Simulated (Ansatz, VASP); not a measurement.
# CuO in VASP and in Ansatz

The input POSCAR:

```
CuO
1.0
    2.8363251100      0.0000000000      0.0000000000
   -1.4181625500      2.4563296000      0.0000000000
    0.0000000000      0.0000000000      2.7681127800
Cu O
1 1
Direct
    0.0000000000      0.0000000000      0.0000000000
    0.6666666667      0.3333333333      0.5000000000
```

File INCAR.step1:

```
PREC     = Accurate       # precision mode
ENCUT    = 770            # plane-wave cutoff, eV
ISMEAR   = 0              # smearing method
SIGMA    = 0.05           # smearing width, eV
LREAL    = False          # projectors in reciprocal space
LASPH    = True           # aspherical terms in the spheres
NELM     = 200            # most SCF steps
ISPIN    = 2              # spin polarisation
MAGMOM   = 0.55 0.58      # initial moments
LMAXMIX  = 4              # l up to which the mixer works
LDAU     = True           # DFT+U
LDAUTYPE = 2            
LDAUL    = 2 -1           # shell
LDAUU    = 4 0            # U, eV
LDAUJ    = 0 0          
NBANDS   = 24             # bands
GGA      = PE             # functional
ALGO     = Normal         # electronic algorithm
EDIFF    = 1E-5           # SCF threshold, eV
LWAVE    = True           # write WAVECAR
LCHARG   = False          # write CHGCAR
GGA_COMPAT= False
```

File INCAR.step2:

```
PREC     = Accurate       # precision mode
ENCUT    = 770            # plane-wave cutoff, eV
EDIFF    = 1E-6           # SCF threshold, eV
ISMEAR   = 0              # smearing method
SIGMA    = 0.05           # smearing width, eV
LREAL    = False          # projectors in reciprocal space
LASPH    = True           # aspherical terms in the spheres
NELM     = 200            # most SCF steps
ALGO     = Normal         # electronic algorithm
ISIF     = 2              # what is computed and relaxed
LWAVE    = False          # write WAVECAR
LCHARG   = True           # write CHGCAR
ISPIN    = 2              # spin polarisation
MAGMOM   = 0.55 0.58      # initial moments
LORBIT   = 11             # projections on sites
LMAXMIX  = 4              # l up to which the mixer works
LDAU     = True           # DFT+U
LDAUTYPE = 2            
LDAUL    = 2 -1           # shell
LDAUU    = 4 0            # U, eV
LDAUJ    = 0 0          
LDAUPRINT= 1            
METAGGA  = R2SCAN         # meta-GGA
LMIXTAU  = True         
LELF     = True           # ELF
LVHAR    = True         
NBANDS   = 24             # bands
ISTART   = 1            
GGA_COMPAT= False
```

KPOINTS

```
Automatic mesh
0
Gamma
  8 8 7
```

Input for Ansatz:

```yaml
crystal:
  lattice:
    - [2.83632511, 0.0, 0.0]
    - [-1.41816255, 2.4563296, 0.0]
    - [0.0, 0.0, 2.76811278]
  atoms:
    - { symbol: Cu, position: [0.0, 0.0, 0.0], spin: 1.0 }
    - { symbol: O, position: [0.6666666667, 0.3333333333, 0.5] }
basis:
  ecutwfc: 500
  ecutrho_ratio: 4
kpoints:
  mp_grid: { grid: [8, 8, 7] }
hamiltonian:
  xc: r2scan
  hubbard:
    sites:
      - { site: 0, l: d, u_eff: 4.0, starting_ns: [{ spin: up, occupation_matrix: s0up }, { spin: down, occupation_matrix: s0down }] }
    occupation_matrices:
      s0up:
        matrix:
          - [0.97, 0.0, 0.0, 0.0, 0.0]
          - [0.0, 0.97, 0.0, 0.0, 0.0]
          - [0.0, 0.0, 0.97, 0.0, 0.0]
          - [0.0, 0.0, 0.0, 0.97, 0.0]
          - [0.0, 0.0, 0.0, 0.0, 0.97]
      s0down:
        matrix:
          - [0.97, 0.0, 0.0, 0.0, 0.0]
          - [0.0, 0.97, 0.0, 0.0, 0.0]
          - [0.0, 0.0, 0.02, 0.0, 0.0]
          - [0.0, 0.0, 0.0, 0.97, 0.0]
          - [0.0, 0.0, 0.0, 0.0, 0.97]
    ns_hold: { iters: 12 }
scf:
  occupations: { method: gaussian, width: 0.05 }
  lower_state_search: "off"
  max_iter: 150
output:
  forces: true
  stress: true
  eigenvalues: true
  populations: true
  hubbard: { sites: [{ site: 0, l: d }] }
magnetization:
  spin_polarized: true
```

Alike in both runs: task single point; functional r2SCAN; k mesh 8 × 8 × 7; occupations gaussian, width 0.05 eV; collinear spin; Hubbard terms Cu d U = 4.0 eV.

```csv
,VASP,Ansatz
version,VASP 6.6.1,Ansatz 0.2.0
potentials or method,"VASP PAW PBE potentials, release 64 (Cu_sv_GW, O), cutoff 770 eV","scalar-relativistic, plane waves, PAW"
valence electrons in the cell,25,25
```

```csv
,VASP,Ansatz,Ansatz less VASP
gap on the k mesh at the Fermi level (eV),none,none,-
pressure (GPa),-8.8,-3.4,+5.43
"traceless stress, the component that is largest in VASP (GPa)",-8.60,-6.74,+1.859
rms of the force components (eV/Å),0.000,0.430,+0.4301
net moment per atom (μB),0.50,0.50,0.000
size of the moment on the site where the two differ most (μB),0.46,0.53,+0.071
```

VASP's potentials were made for PBE, not for r2SCAN. Site moments also hang on the region over which each program counts them. The programs project onto different local orbitals, so the same U acts differently, and such runs can settle in different states. Atom by atom the forces differ by 0.430 eV/Å (rms over components). A gap of «none» marks a metal or a gap that the smearing closes. Ansatz's warnings: filled band counts differ across k points, specified occupation not kept, stability check not made, symmetry narrowed by occupation matrices.
